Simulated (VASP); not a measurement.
A run of VASP 6.6.1 is set up as follows.

INCAR

```
  PREC = Accurate
  ENCUT = 520
  EDIFF = 1E-6
  ISMEAR = -1
  SIGMA = 0.1
  LREAL = False
  LASPH = True
  NELM = 100
  ALGO = Normal
  ISIF = 2
  LWAVE = False
  LCHARG = False
  GGA = PE
  NBANDS = 15
```

File KPOINTS:

```
Automatic mesh
0
Gamma
  7 7 4
```

File POSCAR:

```
MgI2
1.0
    4.1801300000      0.0000000000      0.0000000000
   -2.0900650000      3.6200990000      0.0000000000
    0.0000000000      0.0000000000      6.9056620000
Mg I
1 2
Direct
    0.0000000000      0.0000000000      0.0000000000
    0.3333000000      0.6667000000      0.7576300000
    0.6667000000      0.3333000000      0.2423700000
```

Potentials or basis: VASP PAW PBE potentials, release 64 (Mg, I).

Launch:

```console
$ cat potpaw_PBE.64/Mg/POTCAR potpaw_PBE.64/I/POTCAR > POTCAR
$ mpirun -np 1 vasp_std > vasp.out
```

Problem. What does it give for the largest force?

Solution. 0.061 eV/Å.

Problem. What does it give for the band gap on the k mesh?

Solution. 3.50 eV, indirect (least direct gap 3.61 eV).

Problem. Estimate the pressure.

Solution. 0.6 GPa.

Forces in eV/Å, atoms in the order of the input:
```
Mg   0.000  0.000  0.000
I    0.000  0.000  0.061
I    0.000  0.000 -0.061
```

Caveat: spin-orbit coupling is left out, which moves the levels of the heavy elements. A k mesh can miss the band edges.
